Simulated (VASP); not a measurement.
A run of VASP 6.6.1 is set up as follows.

The input INCAR:

```
PREC = Accurate
ENCUT = 520
EDIFF = 1E-6
ISMEAR = -1
SIGMA = 0.05
LREAL = F
LASPH = T
NELM = 80
ALGO = Normal
ISIF = 2
LWAVE = F
LCHARG = F
GGA = PE
ALDAC = 0.0
AGGAC = 0.0
NBANDS = 12
```

File KPOINTS:

```
regular mesh
0
Gamma
  11 11 11
```

The input POSCAR:

```
Ag
1.0
    0.0000000000      2.0696313722      2.0696313722
    2.0696313722      0.0000000000      2.0696313722
    2.0696313722      2.0696313722      0.0000000000
Ag
1
Direct
    0.0000000000      0.0000000000      0.0000000000
```

Potentials or basis: VASP PAW PBE potentials, release 64 (Ag).

Launch:

```sh
$ cat potpaw_PBE.64/Ag/POTCAR > POTCAR
$ mpirun -np 1 vasp_std > vasp.out
```

Task: What does it give for the pressure?

Result: 17.7 GPa.
